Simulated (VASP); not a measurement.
# Ta (C2/m) in VASP: further runs

Ta is run at these levels: PBEsol; tasks: single point.

Program: VASP 6.6.1. These are calculated values, not measurements. Logs are shortened: lines on timing, memory, paths and dates and some standing lists are left out, and cuts for length are marked.

## (1) The cell of the first run

The structure is monoclinic, space group C2/m (No. 12). The conventional cell has a = 4.671 Å, b = 3.303 Å, c = 9.349 Å, α = 90.00°, β = 92.38°, γ = 90.00°. Ta (site symmetry m) has 14 Ta at 2.86 to 3.59 Å within 3.8 Å. Ta (site symmetry m) has 14 Ta at 2.86 to 3.30 Å within 3.8 Å.

## (2) Single point, PBEsol

INCAR

```
PREC     = Accurate       # precision mode
ENCUT    = 520            # plane-wave cutoff, eV
EDIFF    = 1E-6           # SCF threshold, eV
ISMEAR   = 0              # smearing method
SIGMA    = 0.15           # smearing width, eV
LREAL    = F              # projectors in reciprocal space
LASPH    = T              # aspherical terms in the spheres
NELM     = 80             # most SCF steps
ALGO     = Fast           # electronic algorithm
ISIF     = 2              # what is computed and relaxed
LWAVE    = F              # write WAVECAR
LCHARG   = F              # write CHGCAR
GGA      = PS             # functional
NBANDS   = 30             # bands
```

KPOINTS

```
regular mesh
0
Gamma
  17 17 5
```

POSCAR

```
Ta
1.0
   -1.6512800000      1.6512800000     -1.6512800000
   -1.6512800000     -1.6512800000      1.6512800000
    0.0000000000      6.8802232480      6.3300167520
Ta
4
Direct
   -0.0728875000      0.0728875000      0.8750000000
    0.4895875000      0.5104125000      0.1250000000
   -0.0312375000      0.0312375000      0.3750000000
    0.4479375000      0.5520625000      0.6250000000
```

Potentials or basis: VASP PAW PBE potentials, release 64 (Ta_pv).

Run with:

```
cat potpaw_PBE.64/Ta_pv/POTCAR > POTCAR
mpirun -np 1 vasp_std > vasp.out
```

OUTCAR:

```text
PREC = Accurate
   ENCUT = 520
   EDIFF = 1E-6
   ISMEAR = 0
   LREAL = F
   LASPH = T
   NELM = 80
   ISIF = 2
   GGA = PS

 ion  position               nearest neighbor table
   1  0.927  0.073  0.875-   4 2.86   4 2.86   2 2.89   2 2.89   2 3.04   4 3.30   4 3.30   2 3.59

   2  0.490  0.510  0.125-   3 2.86   3 2.86   1 2.89   1 2.89   1 3.04   3 3.30   3 3.30   1 3.59

   3  0.969  0.031  0.375-   2 2.86   4 2.86   2 2.86   4 2.86   4 3.30   2 3.30   2 3.30   4 3.30

   4  0.448  0.552  0.625-   3 2.86   1 2.86   3 2.86   1 2.86   3 3.30   1 3.30   1 3.30   3 3.30

  LATTYP: Found a base centered monoclinic cell.
 ALAT       =     4.6705251426
 B/A-ratio  =     0.7071067812
 C/A-ratio  =     2.0017339708
 COS(beta)  =    -0.0416139213

  Lattice vectors:

 A1 = (  -1.6512800000,  -1.6512800000,   1.6512800000)
 A2 = (   1.6512800000,  -1.6512800000,   1.6512800000)
 A3 = (   0.0000000000,   6.8802232480,   6.3300167520)

Analysis of symmetry for initial positions (statically):
=====================================================================
 Subroutine PRICEL returns:
 Original cell was already a primitive cell.

 Routine SETGRP: Setting up the symmetry group for a
 base centered monoclinic supercell.

 Subroutine GETGRP returns: Found  4 space group operations
 (whereof  2 operations were pure point group operations)
 out of a pool of  4 trial point group operations.

The static configuration has the point symmetry C_1h.
 The point group associated with its full space group is C_2h.

Analysis of symmetry for dynamics (positions and initial velocities):
=====================================================================
 Subroutine PRICEL returns:
 Original cell was already a primitive cell.

 Routine SETGRP: Setting up the symmetry group for a
 base centered monoclinic supercell.

 Subroutine GETGRP returns: Found  4 space group operations
 (whereof  2 operations were pure point group operations)
 out of a pool of  4 trial point group operations.

The dynamic configuration has the point symmetry C_1h.
 The point group associated with its full space group is C_2h.

 Subroutine INISYM returns: Found  4 space group operations
 (whereof  2 operations are pure point group operations),
 and found     1 'primitive' translations

----------------------------------------------------------------------------------------

                                     Primitive cell

  volume of cell :      72.0414

  direct lattice vectors                    reciprocal lattice vectors
    -1.651280000  1.651280000 -1.651280000    -0.302795407  0.145091989 -0.157703418
    -1.651280000 -1.651280000  1.651280000    -0.302795407 -0.145091989  0.157703418
     0.000000000  6.880223248  6.330016752     0.000000000  0.075698852  0.075698852

  length of vectors
     2.860100858  2.860100858  9.349148839     0.370954326  0.370954326  0.107054343

  position of ions in fractional coordinates (direct lattice)
     0.927112500  0.072887500  0.875000000
     0.489587500  0.510412500  0.125000000
     0.968762500  0.031237500  0.375000000
     0.447937500  0.552062500  0.625000000

  ion indices of the primitive-cell ions
   primitive index   ion index
                 1           1
                 2           2
                 3           3
                 4           4

----------------------------------------------------------------------------------------

 KPOINTS: regular mesh

Automatic generation of k-mesh.
 Grid dimensions read from file:
 generate k-points for:   17   17    5

 Generating k-lattice:

  Cartesian coordinates                     Fractional coordinates (reciprocal lattice)
    -0.017811495  0.008534823 -0.009276672     0.058823529 -0.000000000  0.000000000
    -0.017811495 -0.008534823  0.009276672    -0.000000000  0.058823529 -0.000000000
     0.000000000  0.015139770  0.015139770     0.000000000  0.000000000  0.200000000

  Length of vectors
     0.021820843  0.021820843  0.021410869

  Shift w.r.t. Gamma in fractional coordinates (k-lattice)
     0.000000000  0.000000000  0.000000000

 Subroutine IBZKPT returns following result:
 ===========================================

 Found    387 irreducible k-points:

 Following reciprocal coordinates:
            Coordinates               Weight
  0.000000  0.000000  0.000000      1.000000
  0.058824 -0.000000 -0.000000      4.000000
  0.117647 -0.000000  0.000000      4.000000
  0.176471 -0.000000 -0.000000      4.000000
  0.235294 -0.000000  0.000000      4.000000
  0.294118  0.000000  0.000000      4.000000
[... 16 lines left out ...]
 -0.176471  0.058824  0.000000      4.000000
 -0.117647  0.058824  0.000000      4.000000
 [... further k-points ...]
   k-points           NKPTS =    387   k-points in BZ     NKDIM =    387   number of bands    NBANDS=     30
   number of dos      NEDOS =    301   number of ions     NIONS =      4
   total plane-waves  NPLWV =  40320
   dimension x,y,z NGX =    24 NGY =   24 NGZ =   70
   dimension x,y,z NGXF=    48 NGYF=   48 NGZF=  140
   ions per type =               4
   NGX,Y,Z   is equivalent  to a cutoff of  13.95, 13.95, 12.45 a.u.
   NGXF,Y,Z  is equivalent  to a cutoff of  27.90, 27.90, 24.89 a.u.
 SYSTEM =  unknown system
   PREC   = accura    normal or accurate (medium, high low for compatibility)
   ISTART =      0    job   : 0-new  1-cont  2-samecut
   ICHARG =      2    charge: 1-file 2-atom 10-const
   ISPIN  =      1    spin polarized calculation?
   LNONCOLLINEAR =      F non collinear calculations
   LSORBIT =      F    spin-orbit coupling
   LASPH  =      T    aspherical Exc in radial PAW
   ENCUT  =  520.0 eV  38.22 Ry    6.18 a.u.   5.32  5.32 17.38*2*pi/ulx,y,z
   NELM   =     80;   NELMIN=  2; NELMDL= -5     # of ELM steps
   EDIFF  = 0.1E-05   stopping-criterion for ELM
   LREAL  =      F    real-space projection
   EDIFFG = 0.1E-04   stopping-criterion for IOM
   NSW    =      0    number of steps for IOM
   IBRION =     -1    ionic relax: 0-MD 1-quasi-New 2-CG
   NFREE  =      0    steps in history (QN), initial steepest desc. (CG)
   ISIF   =      2    stress and relaxation
   ISYM   =      2    0-nonsym 1-usesym 2-fastsym
   POTIM  = 0.5000    time-step for ionic-motion
   TEBEG  =    0.0;   TEEND  =   0.0 temperature during run
   PSTRESS=    0.0 pullay stress
   NELECT =      44.0000    total number of electrons
   NUPDOWN=      -1.0000    fix difference up-down
   EMIN   =  10.00;   EMAX   =-10.00  energy-range for DOS
   EFERMI =   0.00;   METHOD = LEGACY
   ISMEAR =     0;   SIGMA  =   0.15  broadening in eV -4-tet -1-fermi 0-gaus
   EFERMI_NEDOS =   21; number of points for ismear=-14 and -15
   IALGO  =     68    algorithm
   IMIX   =      4    mixing-type and parameters
     AMIX     =   0.40;   BMIX     =  1.00
     AMIX_MAG =   1.60;   BMIX_MAG =  1.00
  volume/ion in A,a.u.               =      18.01       121.54
  Fermi-wavevector in a.u.,A,eV,Ry     =   1.388988  2.624806 26.249534  1.929286
  Thomas-Fermi vector in A             =   2.513061
   LORBIT       =      0    0 simple, 1 ext, 2 COOP (PROOUT), +10 PAW based schemes
   GGA     = PS    functional components
   LHFCALC =     F    Hartree Fock is set to
   AEXX    =    0.0000 exact exchange contribution
   IVDW    =     0    specifies the selected vdW correction
   LEPSILON=     F    determine dielectric tensor
   LRPA    =     F    only Hartree local field effects (RPA)
 non-spin polarized calculation
 RMM-DIIS sequential band-by-band and
 Gauss-broadening in eV      SIGMA  =   0.15
  energy-cutoff  :      520.00
  volume of cell :       72.04
 maximum number of plane-waves:      1966
 NGX is ok and might be reduce to    24
   NGX = 11   NGY = 11   NGZ = 35

 number of electron      44.0000008 magnetization

 Free energy of the ion-electron system (eV)
  ---------------------------------------------------
  ext. energy  EPLUGINS =         0.00000000
  ---------------------------------------------------
  free energy    TOTEN  =       -50.13697699 eV

  energy without entropy =      -50.07831917  energy(sigma->0) =      -50.10764808

 E-fermi :   5.3573     XC(G=0): -12.7278

 val. band max:        5.3572668370   @ k =   0.2941   0.0588   0.0000
 cond. band min:       5.3586255520   @ k =   0.2353   0.0588   0.2000
 fundamental gap:      0.0013587150
 Fermi energy:         5.3573233532

 k-point     1 :       0.0000    0.0000    0.0000
  band No.  band energies     occupation
      1     -28.8866      2.00000
      2     -28.3206      2.00000
      3     -28.3189      2.00000
      4     -28.0770      2.00000
      5     -27.9072      2.00000
      6     -27.8843      2.00000
[... 22 lines left out ...]
     29       8.8359      0.00000
     30       9.0687      0.00000

 k-point     2 :       0.0588   -0.0000   -0.0000
  band No.  band energies     occupation
      1     -28.8739      2.00000
      2     -28.3352      2.00000
      3     -28.3260      2.00000
      4     -28.0889      2.00000
      5     -27.9084      2.00000
      6     -27.8860      2.00000
[... 22 lines left out ...]
     29       8.9214      0.00000
     30       9.0327      0.00000

 k-point     3 :       0.1176   -0.0000    0.0000
  band No.  band energies     occupation
      1     -28.8364      2.00000
      2     -28.3725      2.00000
      3     -28.3580      2.00000
      4     -28.1295      2.00000
      5     -27.9192      2.00000
      6     -27.8981      2.00000
[... 22 lines left out ...]
     29       8.9180      0.00000
     30       9.1855      0.00000

 k-point     4 :       0.1765   -0.0000   -0.0000
  band No.  band energies     occupation
      1     -28.7764      2.00000
      2     -28.4354      2.00000
      3     -28.4221      2.00000
      4     -28.2074      2.00000
      5     -27.9846      2.00000
      6     -27.9364      2.00000
[... 616 lines left out ...]
     29       8.7864      0.00000
     30       9.2465      0.00000

 k-point    23 :      -0.1765    0.0588    0.0000
  band No.  band energies     occupation
      1     -28.8023      2.00000
      2     -28.3894      2.00000
      3     -28.3654      2.00000
      4     -28.1940      2.00000
      5     -27.9829      2.00000
      6     -27.9566      2.00000
[... 22 lines left out ...]
     29       8.7678      0.00000
     30       9.1635      0.00000

 k-point    24 :      -0.1176    0.0588    0.0000
  band No.  band energies     occupation
      1     -28.8500      2.00000
      2     -28.3420      2.00000
      3     -28.3162      2.00000
      4     -28.1239      2.00000
      5     -27.9390      2.00000
      6     -27.9182      2.00000
[... 22 lines left out ...]
     29       8.6485      0.00000
     30       8.8092      0.00000

 [... further k-points ...]

------------------------ aborting loop because EDIFF is reached ----------------------------------------

  FORCE on cell =-STRESS in cart. coord.  units (eV):
  Direction    XX          YY          ZZ          XY          YZ          ZX
  --------------------------------------------------------------------------------------
  -------------------------------------------------------------------------------------
  Total       -1.3048716     -2.2916183     -0.7015643      0.0000000     -0.0171794      0.0000000
  in kB      -29.0199206    -50.9648463    -15.6025630      0.0000000     -0.3820640      0.0000000
  external PRESSURE =     -31.8624433 kB  Pullay stress =       0.0000000 kB

 VOLUME and BASIS-vectors are now :
 -----------------------------------------------------------------------------
  energy-cutoff  :      520.00
  volume of cell :       72.04
      direct lattice vectors                 reciprocal lattice vectors
    -1.651280000  1.651280000 -1.651280000    -0.302795407  0.145091989 -0.157703418
    -1.651280000 -1.651280000  1.651280000    -0.302795407 -0.145091989  0.157703418
     0.000000000  6.880223248  6.330016752     0.000000000  0.075698852  0.075698852

 POSITION                                       TOTAL-FORCE (eV/Angst)
 -----------------------------------------------------------------------------------
     -1.65128      7.43076      4.12820         0.000000      0.195506     -0.377767
     -1.65128      0.82564      0.82564         0.000000     -0.195506      0.377767
     -1.65128      4.12820      0.82564         0.000000      0.031955      0.004040
     -1.65128      4.12820      4.12820         0.000000     -0.031955     -0.004040
 -----------------------------------------------------------------------------------
    total drift:                               -0.000000      0.000000      0.000000

  FREE ENERGIE OF THE ION-ELECTRON SYSTEM (eV)
  ---------------------------------------------------
  free  energy   TOTEN  =       -50.1369769943 eV

  energy  without entropy=      -50.0783191746  energy(sigma->0) =      -50.10764808
```

Run time: 21 min. Hardware: 1 thread of Oxide Virtual Turin-like, shared host; peak memory 0.62 GiB.

Results:

| Quantity | Value |
| --- | --- |
| Free energy | -50.1370 eV |
| Pressure | -3.2 GPa |
| Largest force | 0.425 eV/Å |
| Band gap on the k mesh | zero (bands 22 and 23 overlap by 1.74 eV) |

Forces in eV/Å, atoms in the order of the input:
```
Ta   0.000  0.196 -0.378
Ta   0.000 -0.196  0.378
Ta   0.000  0.032  0.004
Ta   0.000 -0.032 -0.004
```

Stress tensor (GPa, compression positive):
```
-2.90  0.00  0.00
 0.00 -5.10 -0.04
 0.00 -0.04 -1.56
```

Levels at points of the mesh, in eV from the Fermi level:
```
           k point  band 18  band 19  band 20  band 21  band 22  band 23  band 24  band 25  band 26  band 27
(0.00, 0.00, 0.00)    -0.69    -0.59    -0.14    -0.13     0.47     0.76     0.95     1.58     3.09     3.14
```

Caveat: the cell stands under tension; the PAW data sets were made with another functional, which shifts forces and pressure a little; spin-orbit coupling is left out, which moves the levels of the heavy elements.

## (3) Single point, PBEsol

INCAR

```
PREC = Accurate
ENCUT = 520
EDIFF = 1E-6
ISMEAR = 0
SIGMA = 0.15
LREAL = False
LASPH = True
NELM = 80
ALGO = Fast
ISIF = 2
LWAVE = False
LCHARG = True
GGA = PS
LELF = True
LVHAR = True
NBANDS = 30
```

KPOINTS is that of step 2.

POSCAR

```
Ta
1.0
   -1.6512800000      1.6512800000     -1.6512800000
   -1.6512800000     -1.6512800000      1.6512800000
    0.0000000000      7.4307600000      5.7794800000
Ta
4
Direct
   -0.2187500000      0.2187500000      0.8750000000
    0.4687500000      0.5312500000      0.1250000000
   -0.0937500000      0.0937500000      0.3750000000
    0.3437500000      0.6562500000      0.6250000000
```

Potentials or basis: VASP PAW PBE potentials, release 64 (Ta_pv).

Run with:

```
cat potpaw_PBE.64/Ta_pv/POTCAR > POTCAR
mpirun -np 1 vasp_std > vasp.out
```

Run time: 22 min. Hardware: 1 thread of Oxide Virtual Turin-like, shared host; peak memory 0.62 GiB.

Results (log left out):

```yaml
Free_energy: -49.7660 eV
Pressure: -2.3 GPa
Largest_force: 0.940 eV/Å
Band_gap_on_the_k_mesh: zero (bands 22 and 23 overlap by 1.43 eV)
```

Forces on the atoms (eV/Å):
```
Ta   0.000 -0.135 -0.931
Ta   0.000  0.135  0.931
Ta   0.000  0.143  0.064
Ta   0.000 -0.143 -0.064
```

Stress tensor (GPa, compression positive):
```
-4.83  0.00  0.00
 0.00 -2.63  0.19
 0.00  0.19  0.68
```

Levels at points of the mesh, in eV from the Fermi level:
```tsv
k point	band 19	band 20	band 21	band 22	band 23	band 24	band 25	band 26
(0.00, 0.00, 0.00)	-0.55	-0.51	-0.19	0.24	0.61	1.24	1.51	2.56
```

Caveat: the PAW data sets were made with another functional, which shifts forces and pressure a little; spin-orbit coupling is left out, which moves the levels of the heavy elements.
